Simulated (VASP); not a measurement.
Al3GaN4: single point with PBEsol

Crystal: Al3GaN4.

```xyz
8
Lattice="4.4070 0.0000 0.0000 0.0000 4.4070 0.0000 0.0000 0.0000 4.4070" Properties=species:S:1:pos:R:3 pbc="T T T"
Al    2.1035    2.2035    0.0000
Al    2.3035    0.0000    2.2035
Al    0.0000    2.2035    2.2035
Ga    0.0000    0.0000    0.0000
N     3.2819    3.2476    1.0907
N     3.2819    1.1594    3.3162
N     1.1251    3.3162    3.2476
N     1.1251    1.0907    1.1594
```

This cell differs from its parent crystal: atoms displaced along a vibrational mode.

```yaml
Program: VASP 6.6.1
Task: single point
Functional: PBEsol
Potentials_or_basis: VASP PAW PBE potentials, release 64 (Al, Ga_d, N)
Cutoff: 520 eV
k_mesh: 6 × 6 × 6
Occupations: gaussian, width 0.05 eV
Spin: no spin polarisation
```

```json
{
  "Pressure": "-0.2 GPa",
  "Largest force": "1.062 eV/Å",
  "Band gap on the k mesh": "3.27 eV"
}
```

Forces in eV/Å, atoms in the order of the input:
```
Al   1.062  0.000  0.000
Al  -1.062  0.000  0.000
Al   0.000  0.000  0.000
Ga   0.000  0.000  0.000
N    0.003  0.192  0.192
N    0.003 -0.192 -0.192
N   -0.003 -0.192  0.192
N   -0.003  0.192 -0.192
```

Stress tensor (GPa, compression positive):
```
-0.51  0.00  0.00
 0.00  0.00  0.00
 0.00  0.00  0.00
```

Levels at points of the mesh, in eV from the valence-band top:
| k point | band 18 | band 19 | band 20 | band 21 | band 22 | band 23 | band 24 | band 25 |
| --- | --- | --- | --- | --- | --- | --- | --- | --- |
| (0.00, 0.00, 0.00) | -1.97 | 0.00 | 0.00 | 0.00 | 3.27 | 3.29 | 3.29 | 3.38 |
| (0.50, 0.00, 0.00) | -1.21 | -1.21 | -0.95 | -0.95 | 5.47 | 5.54 | 6.02 | 6.02 |
| (0.00, 0.50, 0.00) | -1.21 | -1.21 | -0.94 | -0.94 | 5.47 | 5.53 | 6.00 | 6.00 |
| (0.50, 0.50, 0.00) | -0.83 | -0.57 | -0.53 | -0.51 | 7.23 | 7.39 | 7.42 | 7.64 |
| (0.00, 0.50, 0.50) | -0.82 | -0.54 | -0.54 | -0.54 | 7.21 | 7.21 | 7.25 | 7.68 |
| (0.50, 0.50, 0.50) | -0.59 | -0.39 | -0.39 | -0.37 | 5.44 | 6.79 | 6.79 | 6.90 |

It took 3.7 min on 1 thread of Intel Xeon 8259CL, with other jobs on the host, peak memory 0.26 GiB.

Caveat: the cell differs from its parent crystal (atoms displaced along a vibrational mode); the PAW data sets were made with another functional, which shifts forces and pressure a little. A k mesh can miss the band edges.
